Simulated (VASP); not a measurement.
Input of a VASP 6.6.1 run:

Contents of INCAR:

```
PREC = Accurate ; ENCUT = 520
EDIFF = 1E-7 ; ISMEAR = 0
SIGMA = 0.05 ; LREAL = False
LASPH = True ; NELM = 100
ALGO = Normal ; ISIF = 2
LWAVE = False ; LCHARG = True
GGA = PE ; LELF = True
LVHAR = True ; NBANDS = 18
```

File KPOINTS:

```
regular mesh
0
Gamma
  6 6 6
```

POSCAR

```
HfO2
1.0
    0.0000000000      2.5575000000      2.5575000000
    2.5575000000      0.0000000000      2.5575000000
    2.5575000000      2.5575000000      0.0000000000
Hf O
1 2
Direct
    0.0000000000      0.0000000000      0.0000000000
    0.2500000000      0.2500000000      0.2500000000
    0.7500000000      0.7500000000      0.7500000000
```

Potentials or basis: VASP PAW PBE potentials, release 64 (Hf_pv, O).

The run is started by

```bash
$ cat potpaw_PBE.64/Hf_pv/POTCAR potpaw_PBE.64/O/POTCAR > POTCAR
$ mpirun -np 1 vasp_std > vasp.out
```

Task: What does it give for the band gap on the k mesh?

Result: 3.73 eV, direct.

Task: What does it give for the pressure?

Result: -6.0 GPa.

Caveat: spin-orbit coupling is left out, which moves the levels of the heavy elements. A k mesh can miss the band edges.
